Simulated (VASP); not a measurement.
# HgTe (Fm-3m) in VASP: notebook

HgTe is run at these levels: PBEsol; tasks: vibrations by perturbation theory, elastic constants.

All numbers are computed with VASP 6.6.1; they aren't measurements. Logs are shortened: lines on timing, memory, paths and dates and some standing lists are left out, and cuts for length are marked.

## (1) The cell of the first run

It takes space group Fm-3m (No. 225, cubic). Conventional cell: a = 6.360 Å, b = 6.360 Å, c = 6.360 Å, α = 90.00°, β = 90.00°, γ = 90.00°. Within 4.2 Å of Hg (site symmetry m-3m) lie 6 Te at 3.18 Å. Te (site symmetry m-3m) has 6 Hg at 3.18 Å within 4.2 Å.

## (2) Vibrations by perturbation theory, PBEsol

INCAR

```
SYSTEM = HgTe
PREC = Accurate
ENCUT = 520
EDIFF = 1E-8
ISMEAR = -1
SIGMA = 0.05
LREAL = .FALSE.
LASPH = .TRUE.
NELM = 80
ALGO = Normal
ISIF = 2
LWAVE = .FALSE.
LCHARG = .TRUE.
GGA = PS
NBANDS = 16
IBRION = 8
NSW = 1
```

KPOINTS

```
Automatic mesh
0
G
  5 5 5
  0 0 0
```

POSCAR

```
HgTe
1.0
    0.0000000000      3.1800000000      3.1800000000
    3.1800000000      0.0000000000      3.1800000000
    3.1800000000      3.1800000000      0.0000000000
Hg Te
1 1
Direct
    0.0000000000      0.0000000000      0.0000000000
    0.5000000000      0.5000000000      0.5000000000
```

Potentials or basis: VASP PAW PBE potentials, release 64 (Hg, Te).

On the command line:

```console
> cat potpaw_PBE.64/Hg/POTCAR potpaw_PBE.64/Te/POTCAR > POTCAR
> mpirun -np 1 vasp_std > vasp.out
```

OUTCAR:

```text
SYSTEM = HgTe
   PREC = Accurate
   ENCUT = 520
   EDIFF = 1E-8
   ISMEAR = -1
   LREAL = .FALSE.
   LASPH = .TRUE.
   NELM = 80
   ISIF = 2
   GGA = PS
   IBRION = 8
   NSW = 1

 ion  position               nearest neighbor table
   1  0.000  0.000  0.000-   2 3.18   2 3.18   2 3.18   2 3.18   2 3.18   2 3.18
   2  0.500  0.500  0.500-   1 3.18   1 3.18   1 3.18   1 3.18   1 3.18   1 3.18

  LATTYP: Found a face centered cubic cell.
 ALAT       =     6.3600000000

  Lattice vectors:

 A1 = (   0.0000000000,   3.1800000000,   3.1800000000)
 A2 = (   3.1800000000,   0.0000000000,   3.1800000000)
 A3 = (   3.1800000000,   3.1800000000,   0.0000000000)

Analysis of symmetry for initial positions (statically):
=====================================================================
 Subroutine PRICEL returns:
 Original cell was already a primitive cell.

 Routine SETGRP: Setting up the symmetry group for a
 face centered cubic supercell.

 Subroutine GETGRP returns: Found 48 space group operations
 (whereof 48 operations were pure point group operations)
 out of a pool of 48 trial point group operations.

The static configuration has the point symmetry O_h .

Analysis of symmetry for dynamics (positions and initial velocities):
=====================================================================
 Subroutine PRICEL returns:
 Original cell was already a primitive cell.

 Routine SETGRP: Setting up the symmetry group for a
 face centered cubic supercell.

 Subroutine GETGRP returns: Found 48 space group operations
 (whereof 48 operations were pure point group operations)
 out of a pool of 48 trial point group operations.

The dynamic configuration has the point symmetry O_h .

 Subroutine INISYM returns: Found 48 space group operations
 (whereof 48 operations are pure point group operations),
 and found     1 'primitive' translations

----------------------------------------------------------------------------------------

[... 333 lines left out ...]

 VOLUME and BASIS-vectors are now :
 -----------------------------------------------------------------------------
  energy-cutoff  :      520.00
  volume of cell :       64.31
      direct lattice vectors                 reciprocal lattice vectors
     0.000000000  3.180000000  3.180000000    -0.157232704  0.157232704  0.157232704
     3.180000000  0.000000000  3.180000000     0.157232704 -0.157232704  0.157232704
     3.180000000  3.180000000  0.000000000     0.157232704  0.157232704 -0.157232704

 POSITION                                       TOTAL-FORCE (eV/Angst)
 -----------------------------------------------------------------------------------
      0.00000      0.00000      0.00000        -0.000000      0.000000      0.000000
      3.18000      3.18000      3.18000         0.000000      0.000000     -0.000000
 -----------------------------------------------------------------------------------
    total drift:                               -0.000000      0.000000      0.000000

  FREE ENERGIE OF THE ION-ELECTRON SYSTEM (eV)
  ---------------------------------------------------
  free  energy   TOTEN  =        -3.9945897147 eV

  energy  without entropy=       -3.9823422019  energy(sigma->0) =       -3.98846596

[... ionic steps 2 to 3 ...]

--------------------------------------- Ionic step        4  -------------------------------------------

------------------------ aborting loop because EDIFF is reached ----------------------------------------

[... ionic steps 5 to 6 ...]

--------------------------------------- Ionic step        7  -------------------------------------------

 Free energy of the ion-electron system (eV)
  ---------------------------------------------------
  ---------------------------------------------------
  free energy    TOTEN  =        -0.04623242 eV

  energy without entropy =       -0.04623242

------------------------ aborting loop because EDIFF is reached ----------------------------------------

 INTERNAL STRAIN TENSOR  FOR ION    2  DIRECTION 1   (eV/Angst):
 -----------------------------------------------------------------------------
    -0.04684  0.00000 -0.00000
    -0.00000  0.03667 -0.00000
     0.00000 -0.00000  0.03667

 INTERNAL STRAIN TENSOR FOR ION    2 for displacements in x,y,z  (eV/Angst):
          X           Y           Z          XY          YZ          ZX
  --------------------------------------------------------------------------------
  x     0.00000     0.00000     0.00000     0.00000     0.00000     0.00000
  y     0.00000     0.00000     0.00000     0.00000     0.00000     0.00000
  z     0.00000     0.00000     0.00000     0.00000     0.00000     0.00000

 SECOND DERIVATIVES (NOT SYMMETRIZED)
 ------------------------------------
               1X          1Y          1Z          2X          2Y          2Z
  1X    -0.376426    0.000000    0.000000    0.376426    0.000000    0.000000
  1Y     0.000000   -0.376426    0.000000    0.000000    0.376426    0.000000
  1Z     0.000000    0.000000   -0.376426    0.000000    0.000000    0.376426
  2X     0.382671    0.000000    0.000000   -0.382671    0.000000    0.000000
  2Y     0.000000    0.382671    0.000000    0.000000   -0.382671    0.000000
  2Z     0.000000    0.000000    0.382671    0.000000    0.000000   -0.382671

 Eigenvectors and eigenvalues of the dynamical matrix
 ----------------------------------------------------

   1 f  =    1.091610 THz     6.858788 2PiTHz   36.412193 cm-1     4.514535 meV
             X         Y         Z           dx          dy          dz
      0.000000  0.000000  0.000000    -0.620403    0.000000    0.000000
      3.180000  3.180000  3.180000     0.784283    0.000000    0.000000
[... 21 lines left out ...]
   6 f/i=    0.004369 THz     0.027454 2PiTHz    0.145750 cm-1     0.018071 meV
             X         Y         Z           dx          dy          dz
      0.000000  0.000000  0.000000    -0.784283    0.000000    0.000000
      3.180000  3.180000  3.180000    -0.620403    0.000000    0.000000

--------------------------------------------------------------------------------------------------------

 ELASTIC MODULI CONTR FROM IONIC RELAXATION (kBar)
 Direction    XX          YY          ZZ          XY          YZ          ZX
 --------------------------------------------------------------------------------
 XX           0.0000      0.0000      0.0000      0.0000      0.0000      0.0000
 YY           0.0000      0.0000      0.0000      0.0000      0.0000      0.0000
 ZZ           0.0000      0.0000      0.0000      0.0000      0.0000      0.0000
 XY           0.0000      0.0000      0.0000      0.0000      0.0000      0.0000
 YZ           0.0000      0.0000      0.0000      0.0000      0.0000      0.0000
 ZX           0.0000      0.0000      0.0000      0.0000      0.0000      0.0000
 --------------------------------------------------------------------------------
```

OSZICAR:

```text
N       E                     dE             d eps       ncg     rms          rms(c)
DAV:   1     0.103588591846E+03    0.10359E+03   -0.81270E+03   320   0.978E+02
DAV:   2    -0.742325923418E+00   -0.10433E+03   -0.97026E+02   392   0.227E+02
DAV:   3    -0.416967065545E+01   -0.34273E+01   -0.34192E+01   360   0.421E+01
[... 40 lines left out ...]
RMM:   6    -0.462310680384E-01   -0.29738E-05   -0.32141E-08   962   0.115E-03    0.575E-04
RMM:   7    -0.462324230496E-01   -0.13550E-05   -0.67670E-09   912   0.249E-04    0.157E-04
RMM:   8    -0.462325810982E-01   -0.15805E-06   -0.34592E-09   975   0.888E-05    0.375E-05
RMM:   9    -0.462324089768E-01    0.17212E-06   -0.59577E-09   979   0.271E-05    0.462E-06
RMM:  10    -0.462324252497E-01   -0.16273E-07   -0.22818E-08   903   0.532E-06    0.324E-06
RMM:  11    -0.462324227192E-01    0.25305E-08    0.44486E-09   838   0.323E-06    0.345E-07
 Linear response finished
```

stdout:

```text
POSCAR found type information on POSCAR HgTe
 POSCAR found :  2 types and       2 ions
 scaLAPACK will be used
 -----------------------------------------------------------------------------
|                                                                             |
|                                                                             |
|     You enforced a specific xc type in the INCAR file but a different       |
|     I HOPE YOU KNOW WHAT YOU ARE DOING!                                     |
|                                                                             |
 -----------------------------------------------------------------------------

 LDA part: xc-table for (Slater+PW92), standard interpolation
 POSCAR, INCAR and KPOINTS ok, starting setup
 FFT: planning ... GRIDC
 FFT: planning ... GRID_SOFT
 FFT: planning ... GRID
 WAVECAR not read
 entering main loop
 Linear response reoptimize wavefunctions to high precision
 Linear response DOF=           2
 Linear response progress:
 first order change of Fermi-energy  -0.31794E-03
 force on displaced ion       1 direction 1 :  -0.376   0.000   0.000
 Linear response progress:
 first order change of Fermi-energy   0.12011E-02
 force on displaced ion       2 direction 1 :  -0.383   0.000   0.000
 Linear response finished
```

Run time: 48 s. Hardware: 1 thread of Intel Xeon 6975P-C (Granite Rapids), shared host; peak memory 0.26 GiB.

What came out:

```yaml
Highest_phonon_frequency_at_Γ_LO-TO_splitting_left_out: 36 cm⁻¹
```

Phonon frequencies in cm⁻¹ (negative: imaginary):
```
              q point     frequencies
(0.000, 0.000, 0.000)  0 0 0 36 36 36
```

Caveat: the cell wasn't relaxed at this level first, which shifts response properties; the PAW data sets were made with another functional, which shifts forces and pressure a little; spin-orbit coupling is left out, which moves the levels of the heavy elements.

## (3) Elastic constants, PBEsol

INCAR

```
PREC     = Accurate       # precision mode
ENCUT    = 600            # plane-wave cutoff, eV
EDIFF    = 1E-8           # SCF threshold, eV
ISMEAR   = -1             # smearing method
SIGMA    = 0.05           # smearing width, eV
LREAL    = F              # projectors in reciprocal space
LASPH    = T              # aspherical terms in the spheres
NELM     = 100            # most SCF steps
ALGO     = Normal         # electronic algorithm
ISIF     = 3              # what is computed and relaxed
LWAVE    = F              # write WAVECAR
LCHARG   = T              # write CHGCAR
GGA      = PS             # functional
IBRION   = 6              # ionic algorithm
NFREE    = 2            
POTIM    = 0.015          # step
NSW      = 1              # ionic steps
```

KPOINTS

```
Automatic mesh
0
Gamma
  5 5 5
```

POSCAR is that of step 2.

Potentials or basis: VASP PAW PBE potentials, release 64 (Hg, Te).

On the command line:

```console
> cat potpaw_PBE.64/Hg/POTCAR potpaw_PBE.64/Te/POTCAR > POTCAR
> mpirun -np 1 vasp_std > vasp.out
```

It took 2.6 min on 1 thread of Intel Xeon 6975P-C (Granite Rapids), shared host; peak memory 0.25 GiB.

Results (log left out):

| Item | Value |
| --- | --- |
| Elastic constants C11, C12, C44 | 29, 27, 12 GPa |
| Voigt bulk modulus | 27 GPa |
| Highest phonon frequency at Γ, LO-TO splitting left out | 36 cm⁻¹ |

Phonon frequencies in cm⁻¹ (negative: imaginary):
```tsv
q point	frequencies
(0.000, 0.000, 0.000)	0 0 0 36 36 36
```

Elastic tensor in Voigt notation (GPa, in the Cartesian axes of the cell as first typed):
```
29 27 27  0  0  0
27 29 27  0  0  0
27 27 29  0  0  0
 0  0  0 12  0  0
 0  0  0  0 12  0
 0  0  0  0  0 12
```

Clamped-ion elastic tensor (GPa):
```
29 27 27  0  0  0
27 29 27  0  0  0
27 27 29  0  0  0
 0  0  0 12  0  0
 0  0  0  0 12  0
 0  0  0  0  0 12
```

Caveat: the cell is under stress, which shifts elastic constants; the PAW data sets were made with another functional, which shifts forces and pressure a little; spin-orbit coupling is left out, which moves the levels of the heavy elements.
